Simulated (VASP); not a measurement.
Mn, 1 atom in the cell. It takes space group Pm-3m (No. 221, cubic). The conventional cell has a = 2.332 Å, b = 2.332 Å, c = 2.332 Å, α = 90.00°, β = 90.00°, γ = 90.00°. Mn (site symmetry m-3m) has 6 Mn at 2.33 Å within 3.1 Å. 

```yaml
Program: VASP 6.6.1
Task: relaxation of cell and atoms
Functional: r2SCAN
Potentials_or_basis: VASP PAW PBE potentials, release 64 (Mn_pv)
Cutoff: 600 eV
k_mesh: 13 × 13 × 13
Occupations: fermi-dirac, width 0.1 eV
Spin: no spin polarisation
Dipole_correction: no
Further_INCAR_settings: ALGO = Normal; EDIFF = 1e-06; IBRION = 2; EDIFFG = -0.01; NSW = 80; ISIF = 3
```

Potentials or basis: VASP PAW PBE potentials, release 64 (Mn_pv).

Run with:

```console
$ cat potpaw_PBE.64/Mn_pv/POTCAR > POTCAR
$ cp INCAR.step1 INCAR
$ mpirun -np 1 vasp_std > vasp.out
$ cp INCAR.step2 INCAR
$ mpirun -np 1 vasp_std > vasp.out
```

Hardware: 1 thread of Intel(R) Xeon(R) Platinum 8259CL CPU @ 2.50GHz (Skylake/Cascade Lake), with other jobs on the host.

**Question.** How long does it take, and how much memory?

**Answer.** Run time: 2.2 min on 1 thread of Intel(R) Xeon(R) Platinum 8259CL CPU @ 2.50GHz (Skylake/Cascade Lake) (shared host), peak memory 0.14 GiB. Counts: k points 84, ion steps 4.
